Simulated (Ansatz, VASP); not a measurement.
## One calculation of La5H3, two programs

```
CELL_PARAMETERS angstrom
5.65621 0.00000 0.00000
-2.82810 4.89842 0.00000
0.00000 0.00000 7.07249
ATOMIC_POSITIONS crystal
La 0.33333 0.66667 0.72487
La 0.33333 0.66667 0.27513
La 0.66667 0.33333 0.27513
La 0.66667 0.33333 0.72487
La 0.00000 0.00000 0.00000
H 0.50000 0.00000 0.00000
H 0.00000 0.50000 0.00000
H 0.50000 0.50000 0.00000
```

Alike in both runs: functional PBE; k mesh 6 × 6 × 4; occupations gaussian, width 0.1 eV; no spin polarisation.

Ansatz relaxed the structure, and its values are those at the end. VASP's run is a single point on that final structure, the one shown.

|  | VASP | Ansatz |
| --- | --- | --- |
| version | VASP 6.6.1 | Ansatz 0.2.0 |
| potentials or method | VASP PAW PBE potentials, release 64 (La, H), cutoff 520 eV | scalar-relativistic, plane waves, PAW |
| valence electrons in the cell | 58 | 58 |

VASP gave:

| Property | Result |
| --- | --- |
| gap on the k mesh at the Fermi level (eV) | none |
| pressure (GPa) | 0.2 |
| rms of the force components (eV/Å) | 0.007 |

Q: Which values does Ansatz return?

A: gap on the k mesh at the Fermi level (eV): none; pressure (GPa): 0.2; rms of the force components (eV/Å): 0.004.

A gap of «none» marks a metal or a gap that the smearing closes.

Spin-orbit coupling is off throughout.
